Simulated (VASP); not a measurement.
Wanted: the native input for a VASP 6.6.1 run.

- Task: single point
- Functional: BLYP
- Potentials or basis: VASP PAW PBE potentials, release 64 (Bi_d, Te)
- Cutoff: 520 eV
- k mesh: 7 × 7 × 7
- Occupations: fermi-dirac, width 0.02 eV
- Spin: no spin polarisation
- Dipole correction: no
- Further INCAR settings: ALGO = Normal; EDIFF = 1e-06; NBANDS = 18

The structure of BiTe lies in POSCAR:

```
BiTe
1.0
    0.0000000000      3.2984474805      3.2984474805
    3.2984474805      0.0000000000      3.2984474805
    3.2984474805      3.2984474805      0.0000000000
Bi Te
1 1
Direct
    0.0000000000      0.0000000000      0.0000000000
    0.5000000000      0.5000000000      0.5000000000
```

This cell differs from its parent crystal: volume scaled by 1.06.

These files were run (other wordings do the same):

INCAR

```
SYSTEM = BiTe
AGGAC = 1.0 ; AGGAX = 1.0
ALDAC = 0.0 ; ALDAX = 1.0
ALGO = Normal ; EDIFF = 1E-6
ENCUT = 520 ; GGA = B5
ISIF = 2 ; ISMEAR = -1
LASPH = .True. ; LCHARG = .True.
LELF = .True. ; LREAL = .False.
LVHAR = .True. ; LWAVE = .False.
NBANDS = 18 ; NELM = 100
PREC = Accurate ; SIGMA = 0.02
```

KPOINTS

```
k-points
0
Gamma
  7 7 7
  0 0 0
```

Potentials or basis: VASP PAW PBE potentials, release 64 (Bi_d, Te).

The run is started by

```console
$ cat potpaw_PBE.64/Bi_d/POTCAR potpaw_PBE.64/Te/POTCAR > POTCAR
$ mpirun -np 1 vasp_std > vasp.out
```

It gave:

```json
{
 "Pressure": "1.7 GPa"
}
```

Caveat: the PAW data sets were made with another functional, which shifts forces and pressure a little.

It took 81 s on 1 thread of AMD EPYC 7R13 (shared host), peak memory 0.18 GiB.
